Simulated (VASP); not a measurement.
# Pt (R-3m) in VASP: notebook

Runs on Pt. Level: PBE. Tasks: electric field gradients.

Program: VASP 6.6.1. These are calculated values, not measurements. Logs are shortened: lines on timing, memory, paths and dates and some standing lists are left out, and cuts for length are marked.

## 1. The cell of the first run

The structure is trigonal, space group R-3m (No. 166). Conventional cell: a = 2.790 Å, b = 2.790 Å, c = 6.681 Å, α = 90.00°, β = 90.00°, γ = 120.00°. Within 3.6 Å of Pt (site symmetry -3m) lie 12 Pt at 2.75 to 2.79 Å.

## 2. Electric field gradients, PBE (equal xy, yz and zx shear strains of -1.5 %)

Contents of INCAR:

```
SYSTEM = Pt
PREC = Accurate ; ENCUT = 520
EDIFF = 1E-8 ; ISMEAR = -1
SIGMA = 0.03 ; LREAL = .False.
LASPH = .True. ; NELM = 60
ALGO = Normal ; ISIF = 2
LWAVE = .False. ; LCHARG = .False.
GGA = PE ; LEFG = .True.
NBANDS = 11
```

Contents of KPOINTS:

```
Automatic mesh
0
Gamma
  18 18 18
  0 0 0
```

Contents of POSCAR:

```
Pt
1.0
   -0.0293685000      1.9432157500      1.9432157500
    1.9432157500     -0.0293685000      1.9432157500
    1.9432157500      1.9432157500     -0.0293685000
Pt
1
Direct
    0.0000000000      0.0000000000      0.0000000000
```

Potentials or basis: VASP PAW PBE potentials, release 64 (Pt).

The run is started by

```sh
$ cat potpaw_PBE.64/Pt/POTCAR > POTCAR
$ mpirun -np 1 vasp_std > vasp.out
```

OUTCAR:

```text
SYSTEM = Pt
   PREC = Accurate
   ENCUT = 520
   EDIFF = 1E-8
   ISMEAR = -1
   LREAL = .False.
   LASPH = .True.
   NELM = 60
   ISIF = 2
   GGA = PE

 ion  position               nearest neighbor table
   1  0.000  0.000  0.000-

  LATTYP: Found a trigonal (rhomboedric) cell.
 ALAT       =     2.7482789907
 COS(alpha) =     0.4848312789

  Lattice vectors:

 A1 = (  -0.0293685000,   1.9432157500,   1.9432157500)
 A2 = (   1.9432157500,  -0.0293685000,   1.9432157500)
 A3 = (   1.9432157500,   1.9432157500,  -0.0293685000)

Analysis of symmetry for initial positions (statically):
=====================================================================
 Subroutine PRICEL returns:
 Original cell was already a primitive cell.

 Routine SETGRP: Setting up the symmetry group for a
 trigonal (rhombohedral) supercell.

 Subroutine GETGRP returns: Found 12 space group operations
 (whereof 12 operations were pure point group operations)
 out of a pool of 12 trial point group operations.

The static configuration has the point symmetry D_3d.

Analysis of symmetry for dynamics (positions and initial velocities):
=====================================================================
 Subroutine PRICEL returns:
 Original cell was already a primitive cell.

 Routine SETGRP: Setting up the symmetry group for a
 trigonal (rhombohedral) supercell.

 Subroutine GETGRP returns: Found 12 space group operations
 (whereof 12 operations were pure point group operations)
 out of a pool of 12 trial point group operations.

The dynamic configuration has the point symmetry D_3d.

 Subroutine INISYM returns: Found 12 space group operations
 (whereof 12 operations are pure point group operations),
 and found     1 'primitive' translations

----------------------------------------------------------------------------------------

                                     Primitive cell

  volume of cell :      15.0082

  direct lattice vectors                    reciprocal lattice vectors
    -0.029368500  1.943215750  1.943215750    -0.251544588  0.255404608  0.255404608
     1.943215750 -0.029368500  1.943215750     0.255404608 -0.251544588  0.255404608
     1.943215750  1.943215750 -0.029368500     0.255404608  0.255404608 -0.251544588

  length of vectors
     2.748278991  2.748278991  2.748278991     0.440156458  0.440156458  0.440156458

  position of ions in fractional coordinates (direct lattice)
     0.000000000  0.000000000  0.000000000

  ion indices of the primitive-cell ions
   primitive index   ion index
                 1           1

----------------------------------------------------------------------------------------

 KPOINTS: Automatic mesh

Automatic generation of k-mesh.
 Grid dimensions read from file:
 generate k-points for:   18   18   18

 Generating k-lattice:

  Cartesian coordinates                     Fractional coordinates (reciprocal lattice)
    -0.013974699  0.014189145  0.014189145     0.055555556 -0.000000000 -0.000000000
     0.014189145 -0.013974699  0.014189145    -0.000000000  0.055555556 -0.000000000
     0.014189145  0.014189145 -0.013974699    -0.000000000 -0.000000000  0.055555556

  Length of vectors
     0.024453137  0.024453137  0.024453137

  Shift w.r.t. Gamma in fractional coordinates (k-lattice)
     0.000000000  0.000000000  0.000000000

 Subroutine IBZKPT returns following result:
 ===========================================

 Found    580 irreducible k-points:

 Following reciprocal coordinates:
            Coordinates               Weight
  0.000000  0.000000  0.000000      1.000000
  0.055556  0.000000  0.000000      6.000000
  0.111111  0.000000  0.000000      6.000000
  0.166667  0.000000  0.000000      6.000000
  0.222222  0.000000  0.000000      6.000000
  0.277778  0.000000 -0.000000      6.000000
[... 16 lines left out ...]
 -0.277778  0.055556  0.000000     12.000000
 -0.222222  0.055556 -0.000000     12.000000
 [... further k-points ...]
   k-points           NKPTS =    580   k-points in BZ     NKDIM =    580   number of bands    NBANDS=     11
   number of dos      NEDOS =    301   number of ions     NIONS =      1
   total plane-waves  NPLWV =   8000
   dimension x,y,z NGX =    20 NGY =   20 NGZ =   20
   dimension x,y,z NGXF=    40 NGYF=   40 NGZF=   40
   ions per type =               1
   NGX,Y,Z   is equivalent  to a cutoff of  12.10, 12.10, 12.10 a.u.
   NGXF,Y,Z  is equivalent  to a cutoff of  24.20, 24.20, 24.20 a.u.
 SYSTEM =  Pt
   PREC   = accura    normal or accurate (medium, high low for compatibility)
   ISTART =      0    job   : 0-new  1-cont  2-samecut
   ICHARG =      2    charge: 1-file 2-atom 10-const
   ISPIN  =      1    spin polarized calculation?
   LNONCOLLINEAR =      F non collinear calculations
   LSORBIT =      F    spin-orbit coupling
   LASPH  =      T    aspherical Exc in radial PAW
   ENCUT  =  520.0 eV  38.22 Ry    6.18 a.u.   5.11  5.11  5.11*2*pi/ulx,y,z
   NELM   =     60;   NELMIN=  2; NELMDL= -5     # of ELM steps
   EDIFF  = 0.1E-07   stopping-criterion for ELM
   LREAL  =      F    real-space projection
   EDIFFG = 0.1E-06   stopping-criterion for IOM
   NSW    =      0    number of steps for IOM
   IBRION =     -1    ionic relax: 0-MD 1-quasi-New 2-CG
   NFREE  =      0    steps in history (QN), initial steepest desc. (CG)
   ISIF   =      2    stress and relaxation
   ISYM   =      2    0-nonsym 1-usesym 2-fastsym
   POTIM  = 0.5000    time-step for ionic-motion
   TEBEG  =    0.0;   TEEND  =   0.0 temperature during run
   PSTRESS=    0.0 pullay stress
   NELECT =      10.0000    total number of electrons
   NUPDOWN=      -1.0000    fix difference up-down
   EMIN   =  10.00;   EMAX   =-10.00  energy-range for DOS
   EFERMI =   0.00;   METHOD = LEGACY
   ISMEAR =    -1;   SIGMA  =   0.03  broadening in eV -4-tet -1-fermi 0-gaus
   EFERMI_NEDOS =   21; number of points for ismear=-14 and -15
   IALGO  =     38    algorithm
   IMIX   =      4    mixing-type and parameters
     AMIX     =   0.40;   BMIX     =  1.00
     AMIX_MAG =   1.60;   BMIX_MAG =  1.00
  volume/ion in A,a.u.               =      15.01       101.28
  Fermi-wavevector in a.u.,A,eV,Ry     =   1.429878  2.702077 27.817793  2.044550
  Thomas-Fermi vector in A             =   2.549784
   LORBIT       =      0    0 simple, 1 ext, 2 COOP (PROOUT), +10 PAW based schemes
   GGA     = PE    functional components
   LHFCALC =     F    Hartree Fock is set to
   AEXX    =    0.0000 exact exchange contribution
   IVDW    =     0    specifies the selected vdW correction
   LEPSILON=     F    determine dielectric tensor
   LRPA    =     F    only Hartree local field effects (RPA)
 non-spin polarized calculation
  energy-cutoff  :      520.00
  volume of cell :       15.01
 maximum number of plane-waves:       416
   NGX = 11   NGY = 11   NGZ = 11

 number of electron      10.0000001 magnetization

 Free energy of the ion-electron system (eV)
  ---------------------------------------------------
  ext. energy  EPLUGINS =         0.00000000
  ---------------------------------------------------
  free energy    TOTEN  =        -6.07500979 eV

  energy without entropy =       -6.06868925  energy(sigma->0) =       -6.07184952

 E-fermi :  11.3605     XC(G=0): -13.5195

 val. band max:       11.3600197779   @ k =  -0.3333   0.3889   0.1111
 cond. band min:      11.3620189119   @ k =  -0.1667  -0.4444   0.0556
 fundamental gap:      0.0019991340
 Fermi energy:        11.3605272988

 k-point     1 :       0.0000    0.0000    0.0000
  band No.  band energies     occupation
      1       1.0871      2.00000
      2       7.4381      2.00000
      3       7.4381      2.00000
      4       7.7231      2.00000
      5       9.7216      2.00000
      6       9.7216      2.00000
      7      25.9760      0.00000
      8      30.7391      0.00000
      9      30.7391      0.00000
     10      31.4833      0.00000
     11      36.3442      0.00000

 k-point     2 :       0.0556    0.0000    0.0000
  band No.  band energies     occupation
      1       1.2105      2.00000
      2       7.3974      2.00000
      3       7.4809      2.00000
      4       7.7617      2.00000
      5       9.6960      2.00000
      6       9.6961      2.00000
      7      26.1669      0.00000
      8      30.1434      0.00000
      9      30.9361      0.00000
     10      31.6169      0.00000
     11      37.0696      0.00000
[... 295 lines left out ...]
 k-point    24 :      -0.2222    0.0556   -0.0000
  band No.  band energies     occupation
      1       3.1063      2.00000
      2       7.0167      2.00000
      3       7.7714      2.00000
      4       8.1377      2.00000
      5       9.5682      2.00000
      6      10.2289      2.00000
      7      24.9479      0.00000
      8      27.8457      0.00000
      9      32.4458      0.00000
     10      33.8448      0.00000
     11      35.3081      0.00000

 [... further k-points ...]

------------------------ aborting loop because EDIFF is reached ----------------------------------------

  FORCE on cell =-STRESS in cart. coord.  units (eV):
  Direction    XX          YY          ZZ          XY          YZ          ZX
  --------------------------------------------------------------------------------------
  -------------------------------------------------------------------------------------
  Total        1.0383174      1.0383174      1.0383174      0.1108324      0.1108324      0.1108324
  in kB      110.8441727    110.8441727    110.8441727     11.8317608     11.8317608     11.8317608
  external PRESSURE =     110.8441727 kB  Pullay stress =       0.0000000 kB

 VOLUME and BASIS-vectors are now :
 -----------------------------------------------------------------------------
  energy-cutoff  :      520.00
  volume of cell :       15.01
      direct lattice vectors                 reciprocal lattice vectors
    -0.029368500  1.943215750  1.943215750    -0.251544588  0.255404608  0.255404608
     1.943215750 -0.029368500  1.943215750     0.255404608 -0.251544588  0.255404608
     1.943215750  1.943215750 -0.029368500     0.255404608  0.255404608 -0.251544588

 POSITION                                       TOTAL-FORCE (eV/Angst)
 -----------------------------------------------------------------------------------
      0.00000      0.00000      0.00000         0.000000     -0.000000      0.000000
 -----------------------------------------------------------------------------------
    total drift:                               -0.000000     -0.000000     -0.000000

  FREE ENERGIE OF THE ION-ELECTRON SYSTEM (eV)
  ---------------------------------------------------
  free  energy   TOTEN  =        -6.0750097898 eV

  energy  without entropy=       -6.0686892486  energy(sigma->0) =       -6.07184952

 Electric field gradients (V/A^2)
---------------------------------------------------------------------
 ion       V_xx      V_yy      V_zz      V_xy      V_xz      V_yz
---------------------------------------------------------------------
   1      -0.000    -0.000    -0.000    -2.082    -2.082    -2.082
---------------------------------------------------------------------

 Electric field gradients after diagonalization (V/A^2)
 (convention: |V_zz| > |V_xx| > |V_yy|)
----------------------------------------------------------------------
 ion       V_xx      V_yy      V_zz     asymmetry (V_yy - V_xx)/ V_zz
----------------------------------------------------------------------
   1       2.082     2.082    -4.164       0.000
----------------------------------------------------------------------

           NMR quadrupolar parameters

 Cq : quadrupolar parameter    Cq=e*Q*V_zz/h
 eta: asymmetry parameters     (V_yy - V_xx)/ V_zz
 Q  : nuclear electric quadrupole moment in mb (millibarn)
----------------------------------------------------------------------
 ion       Cq(MHz)       eta       Q (mb)
----------------------------------------------------------------------
   1      -0.010       0.000       1.000
----------------------------------------------------------------------
```

Run time: 41 s. Hardware: 1 thread of AMD EPYC 9R45 (Zen 5), shared host; peak memory 0.18 GiB.

Results:

- Free energy: -6.0750 eV
- Pressure: 11.1 GPa
- Band gap on the k mesh: zero (band 5 reaches 11.88 eV, above the bottom of band 6 at 9.53 eV)

Electric field gradients, principal values (V/Å²):
```
atom  least  middle  greatest (by size)
1 Pt  2.082   2.082              -4.164
```

Caveat: the cell differs from its parent crystal (equal xy, yz and zx shear strains of -1.5 %); without QUAD_EFG the Cq values of the log hold for a quadrupole moment of 1 mb, not for the nuclei; spin-orbit coupling is left out, which moves the levels of the heavy elements.

[end of part 1 of 2]
